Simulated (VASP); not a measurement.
# Fe (Fm-3m) in VASP: further runs

Runs on Fe. Level: revPBE. Tasks: single point.

Program: VASP 6.6.1. These are calculated values, not measurements. Logs are shortened: lines on timing, memory, paths and dates and some standing lists are left out, and cuts for length are marked.

**1. The cell of the first run**

It takes space group Fm-3m (No. 225, cubic). The conventional cell has a = 3.324 Å, b = 3.324 Å, c = 3.324 Å, α = 90.00°, β = 90.00°, γ = 90.00°. Within 3.1 Å of Fe (site symmetry m-3m) lie 12 Fe at 2.35 Å.

**2. Single point, revPBE (volume scaled by 0.88)**

The input, INCAR:

```
SYSTEM = Fe
PREC = Accurate
ENCUT = 520
EDIFF = 1E-7
ISMEAR = -1
SIGMA = 0.1
LREAL = .False.
LASPH = .True.
NELM = 60
ALGO = Normal
ISIF = 2
LWAVE = .False.
LCHARG = .False.
GGA = RE
NBANDS = 10
```

The input, KPOINTS:

```
Automatic mesh
0
Gamma
  17 17 17
  0 0 0
```

The input, POSCAR:

```
Fe
1.0
    0.0000000000      1.6620236793      1.6620236793
    1.6620236793      0.0000000000      1.6620236793
    1.6620236793      1.6620236793      0.0000000000
Fe
1
Direct
    0.0000000000      0.0000000000      0.0000000000
```

Potentials or basis: VASP PAW PBE potentials, release 64 (Fe).

On the command line:

```console
$ cat potpaw_PBE.64/Fe/POTCAR > POTCAR
$ mpirun -np 1 vasp_std > vasp.out
```

OUTCAR:

```text
SYSTEM = Fe
   PREC = Accurate
   ENCUT = 520
   EDIFF = 1E-7
   ISMEAR = -1
   LREAL = .False.
   LASPH = .True.
   NELM = 60
   ISIF = 2
   GGA = RE

 ion  position               nearest neighbor table
   1  0.000  0.000  0.000-

  LATTYP: Found a face centered cubic cell.
 ALAT       =     3.3240473586

  Lattice vectors:

 A1 = (   0.0000000000,   1.6620236793,   1.6620236793)
 A2 = (   1.6620236793,   0.0000000000,   1.6620236793)
 A3 = (   1.6620236793,   1.6620236793,   0.0000000000)

Analysis of symmetry for initial positions (statically):
=====================================================================
 Subroutine PRICEL returns:
 Original cell was already a primitive cell.

 Routine SETGRP: Setting up the symmetry group for a
 face centered cubic supercell.

 Subroutine GETGRP returns: Found 48 space group operations
[... 9 lines left out ...]

 Routine SETGRP: Setting up the symmetry group for a
 face centered cubic supercell.

 Subroutine GETGRP returns: Found 48 space group operations
[... 11 lines left out ...]
                                     Primitive cell

  volume of cell :       9.1821

  direct lattice vectors                    reciprocal lattice vectors
     0.000000000  1.662023679  1.662023679    -0.300838072  0.300838072  0.300838072
     1.662023679  0.000000000  1.662023679     0.300838072 -0.300838072  0.300838072
     1.662023679  1.662023679  0.000000000     0.300838072  0.300838072 -0.300838072

  length of vectors
     2.350456428  2.350456428  2.350456428     0.521066826  0.521066826  0.521066826

  position of ions in fractional coordinates (direct lattice)
     0.000000000  0.000000000  0.000000000

  ion indices of the primitive-cell ions
   primitive index   ion index
                 1           1

----------------------------------------------------------------------------------------

 KPOINTS: Automatic mesh

Automatic generation of k-mesh.
 Grid dimensions read from file:
 generate k-points for:   17   17   17

 Generating k-lattice:

  Cartesian coordinates                     Fractional coordinates (reciprocal lattice)
    -0.017696357  0.017696357  0.017696357     0.058823529  0.000000000  0.000000000
     0.017696357 -0.017696357  0.017696357     0.000000000  0.058823529  0.000000000
     0.017696357  0.017696357 -0.017696357     0.000000000  0.000000000  0.058823529

[... 56 lines left out ...]
   EDIFF  = 0.1E-06   stopping-criterion for ELM
   LREAL  =      F    real-space projection
   EDIFFG = 0.1E-05   stopping-criterion for IOM
   NSW    =      0    number of steps for IOM
   IBRION =     -1    ionic relax: 0-MD 1-quasi-New 2-CG
   NFREE  =      0    steps in history (QN), initial steepest desc. (CG)
   ISIF   =      2    stress and relaxation
   ISYM   =      2    0-nonsym 1-usesym 2-fastsym
   POTIM  = 0.5000    time-step for ionic-motion
   TEBEG  =    0.0;   TEEND  =   0.0 temperature during run
   PSTRESS=    0.0 pullay stress
   NELECT =       8.0000    total number of electrons
   NUPDOWN=      -1.0000    fix difference up-down
   EMIN   =  10.00;   EMAX   =-10.00  energy-range for DOS
   EFERMI =   0.00;   METHOD = LEGACY
   ISMEAR =    -1;   SIGMA  =   0.10  broadening in eV -4-tet -1-fermi 0-gaus
   EFERMI_NEDOS =   21; number of points for ismear=-14 and -15
   IALGO  =     38    algorithm
   IMIX   =      4    mixing-type and parameters
     AMIX     =   0.40;   BMIX     =  1.00
     AMIX_MAG =   1.60;   BMIX_MAG =  1.00
  volume/ion in A,a.u.               =       9.18        61.96
  Fermi-wavevector in a.u.,A,eV,Ry     =   1.563595  2.954766 33.263925  2.444829
  Thomas-Fermi vector in A             =   2.666343
   LORBIT       =      0    0 simple, 1 ext, 2 COOP (PROOUT), +10 PAW based schemes
   GGA     = RE    functional components
   LHFCALC =     F    Hartree Fock is set to
   AEXX    =    0.0000 exact exchange contribution
   IVDW    =     0    specifies the selected vdW correction
   LEPSILON=     F    determine dielectric tensor
   LRPA    =     F    only Hartree local field effects (RPA)
 non-spin polarized calculation
  energy-cutoff  :      520.00
  volume of cell :        9.18
 maximum number of plane-waves:       263
 NGX is ok and might be reduce to    18
   NGX =  9   NGY =  9   NGZ =  9

 number of electron       7.9999997 magnetization

 Free energy of the ion-electron system (eV)
  ---------------------------------------------------
  ext. energy  EPLUGINS =         0.00000000
  ---------------------------------------------------
  free energy    TOTEN  =        -7.50628953 eV

  energy without entropy =       -7.45481215  energy(sigma->0) =       -7.48055084

 E-fermi :   8.1867     XC(G=0): -14.3578

 val. band max:        8.1785161304   @ k =   0.2353   0.0000   0.0000
 cond. band min:       8.1935067341   @ k =   0.2941   0.1176   0.0000
 fundamental gap:      0.0149906037
 Fermi energy:         8.1866972124

 k-point     1 :       0.0000    0.0000    0.0000
  band No.  band energies     occupation
      1      -1.2818      2.00000
      2       6.2795      2.00000
      3       6.2795      2.00000
      4       6.2795      2.00000
      5       8.1016      1.40146
      6       8.1016      1.40146
      7      32.3789      0.00000
      8      38.7226      0.00000
      9      38.7226      0.00000
     10      38.7226      0.00000
[... 287 lines left out ...]
 k-point    24 :      -0.1176    0.0588    0.0000
  band No.  band energies     occupation
      1      -0.2947      2.00000
      2       5.8912      2.00000
      3       6.5530      2.00000
      4       6.5598      2.00000
      5       7.8345      1.94262
      6       8.1674      1.09600
      7      31.0404      0.00000
      8      33.4993      0.00000
      9      37.2774      0.00000
     10      39.5619      0.00000

 [... further k-points ...]

------------------------ aborting loop because EDIFF is reached ----------------------------------------

  FORCE on cell =-STRESS in cart. coord.  units (eV):
  Direction    XX          YY          ZZ          XY          YZ          ZX
  --------------------------------------------------------------------------------------
  -------------------------------------------------------------------------------------
  Total        2.5911491      2.5911491      2.5911491      0.0000000      0.0000000      0.0000000
  in kB      452.1279586    452.1279586    452.1279586      0.0000000      0.0000000      0.0000000
  external PRESSURE =     452.1279586 kB  Pullay stress =       0.0000000 kB

 VOLUME and BASIS-vectors are now :
 -----------------------------------------------------------------------------
  energy-cutoff  :      520.00
  volume of cell :        9.18
      direct lattice vectors                 reciprocal lattice vectors
     0.000000000  1.662023679  1.662023679    -0.300838072  0.300838072  0.300838072
     1.662023679  0.000000000  1.662023679     0.300838072 -0.300838072  0.300838072
     1.662023679  1.662023679  0.000000000     0.300838072  0.300838072 -0.300838072

 POSITION                                       TOTAL-FORCE (eV/Angst)
 -----------------------------------------------------------------------------------
      0.00000      0.00000      0.00000        -0.000000     -0.000000     -0.000000
 -----------------------------------------------------------------------------------
    total drift:                                0.000000     -0.000000     -0.000000

  FREE ENERGIE OF THE ION-ELECTRON SYSTEM (eV)
  ---------------------------------------------------
  free  energy   TOTEN  =        -7.5062895347 eV

  energy  without entropy=       -7.4548121542  energy(sigma->0) =       -7.48055084
```

Run time: 8.5 s. Hardware: 1 thread of Intel Xeon Platinum 8559C (Emerald Rapids), shared host; peak memory 0.13 GiB.

Results:

```yaml
Free_energy: -7.5063 eV
Pressure: 45.2 GPa
Band_gap_on_the_k_mesh: zero (band 4 reaches 9.64 eV, above the bottom of band 5 at 7.29 eV)
```

Caveat: the cell differs from its parent crystal (volume scaled by 0.88); the PAW data sets were made with another functional, which shifts forces and pressure a little; the run has no spin polarisation, though such a crystal can be magnetic.

**3. Single point, revPBE (volume scaled by 0.92)**

The input, INCAR:

```
SYSTEM = Fe
PREC = Accurate ; ENCUT = 520
EDIFF = 1E-6 ; ISMEAR = -1
SIGMA = 0.1 ; LREAL = .FALSE.
LASPH = .TRUE. ; NELM = 100
ALGO = Normal ; ISIF = 2
LWAVE = .FALSE. ; LCHARG = .TRUE.
GGA = RE ; LELF = .TRUE.
LVHAR = .TRUE. ; NBANDS = 10
```

The input, KPOINTS:

```
Automatic mesh
0
G
  17 17 17
  0 0 0
```

The input, POSCAR:

```
Fe
1.0
    0.0000000000      1.6868336606      1.6868336606
    1.6868336606      0.0000000000      1.6868336606
    1.6868336606      1.6868336606      0.0000000000
Fe
1
Direct
    0.0000000000      0.0000000000      0.0000000000
```

Potentials or basis: VASP PAW PBE potentials, release 64 (Fe).

On the command line:

```console
$ cat potpaw_PBE.64/Fe/POTCAR > POTCAR
$ mpirun -np 1 vasp_std > vasp.out
```

It took 7.8 s on 1 thread of Intel Xeon Platinum 8559C (Emerald Rapids), shared host; peak memory 0.13 GiB.

Results (log left out):

```yaml
Free_energy: -7.5986 eV
Pressure: 26.4 GPa
Band_gap_on_the_k_mesh: zero (band 4 reaches 9.00 eV, above the bottom of band 5 at 6.81 eV)
```

Levels at points of the mesh, in eV from the Fermi level:
| k point | band 2 | band 3 | band 4 | band 5 | band 6 | band 7 |
| --- | --- | --- | --- | --- | --- | --- |
| (0.00, 0.00, 0.00) | -1.79 | -1.79 | -1.79 | -0.08 | -0.08 | 23.82 |

Caveat: the cell differs from its parent crystal (volume scaled by 0.92); the PAW data sets were made with another functional, which shifts forces and pressure a little; the run has no spin polarisation, though such a crystal can be magnetic.

**4. Single point, revPBE (volume scaled by 0.96)**

The input, INCAR:

```
SYSTEM = Fe
PREC = Accurate
ENCUT = 520
EDIFF = 1E-7
ISMEAR = -1
SIGMA = 0.1
LREAL = .FALSE.
LASPH = .TRUE.
NELM = 80
ALGO = Normal
ISIF = 2
LWAVE = .FALSE.
LCHARG = .FALSE.
GGA = RE
NBANDS = 10
```

KPOINTS is that of step 3.

The input, POSCAR:

```
Fe
1.0
    0.0000000000      1.7109345405      1.7109345405
    1.7109345405      0.0000000000      1.7109345405
    1.7109345405      1.7109345405      0.0000000000
Fe
1
Direct
    0.0000000000      0.0000000000      0.0000000000
```

On the command line:

```console
$ cat potpaw_PBE.64/Fe/POTCAR > POTCAR
$ mpirun -np 1 vasp_std > vasp.out
```

Wall time 8.4 s (1 thread of Intel Xeon Platinum 8559C (Emerald Rapids), shared host); peak memory 0.13 GiB.

It converged, with:

- Free energy: -7.6472 eV
- Pressure: 11.5 GPa
- Band gap on the k mesh: zero (band 4 reaches 8.41 eV, above the bottom of band 5 at 6.36 eV)

Levels at points of the mesh, in eV from the Fermi level:
| k point | band 2 | band 3 | band 4 | band 5 | band 6 | band 7 |
| --- | --- | --- | --- | --- | --- | --- |
| (0.00, 0.00, 0.00) | -1.68 | -1.68 | -1.68 | -0.08 | -0.08 | 23.46 |

Caveat: the cell differs from its parent crystal (volume scaled by 0.96); the PAW data sets were made with another functional, which shifts forces and pressure a little; the run has no spin polarisation, though such a crystal can be magnetic. Spin polarisation is off, so any magnetic state and its effect on volume and gap are missing.

**5. Single point, revPBE**

This run uses another cell than the first one, of 10.43 Å³/atom, 1.136 times its volume.

The input, INCAR:

```
SYSTEM = Fe
  PREC = Accurate
  ENCUT = 520
  EDIFF = 1E-6
  ISMEAR = -1
  SIGMA = 0.1
  LREAL = .FALSE.
  LASPH = .TRUE.
  NELM = 100
  ALGO = Normal
  ISIF = 2
  LWAVE = .FALSE.
  LCHARG = .FALSE.
  GGA = RE
  NBANDS = 10
```

The input, KPOINTS:

```
regular mesh
0
G
  17 17 17
  0 0 0
```

The input, POSCAR:

```
Fe
1.0
    0.0000000000      1.7343749128      1.7343749128
    1.7343749128      0.0000000000      1.7343749128
    1.7343749128      1.7343749128      0.0000000000
Fe
1
Direct
    0.0000000000      0.0000000000      0.0000000000
```

On the command line:

```console
$ cat potpaw_PBE.64/Fe/POTCAR > POTCAR
$ mpirun -np 1 vasp_std > vasp.out
```

It took 7.6 s on 1 thread of Intel Xeon Platinum 8559C (Emerald Rapids), shared host; peak memory 0.13 GiB.

Results (log left out):

- Free energy: -7.6609 eV
- Pressure: -0.4 GPa
- Band gap on the k mesh: zero (band 4 reaches 7.88 eV, above the bottom of band 5 at 5.94 eV)

Levels at points of the mesh, in eV from the Fermi level:
```
           k point  band 1  band 2  band 3  band 4  band 5  band 6  band 7  band 8
(0.00, 0.00, 0.00)   -8.73   -1.58   -1.58   -1.58   -0.08   -0.08   23.12   28.52
```

Caveat: the PAW data sets were made with another functional, which shifts forces and pressure a little; the run has no spin polarisation, though such a crystal can be magnetic.

**6. Summary**

```tsv
cell	gap on the mesh (eV)	pressure (GPa)
a = 2.350 Å, angles 60.0°, 1 atom	none	45.2
a = 2.386 Å, angles 60.0°, 1 atom	none	26.4
a = 2.420 Å, angles 60.0°, 1 atom	none	11.5
a = 2.453 Å, angles 60.0°, 1 atom	none	-0.4
```

Alike in all rows: task single point; level revPBE; potentials or basis VASP PAW PBE potentials, release 64 (Fe); no spin polarisation; k mesh 17 × 17 × 17; cutoff (eV) 520; smearing fermi-dirac 0.1 eV.

Caveats: the PAW data sets were made with another functional, which shifts forces and pressure a little; the run has no spin polarisation, though such a crystal can be magnetic.

Absolute energies hang on the potentials; compare differences alone.
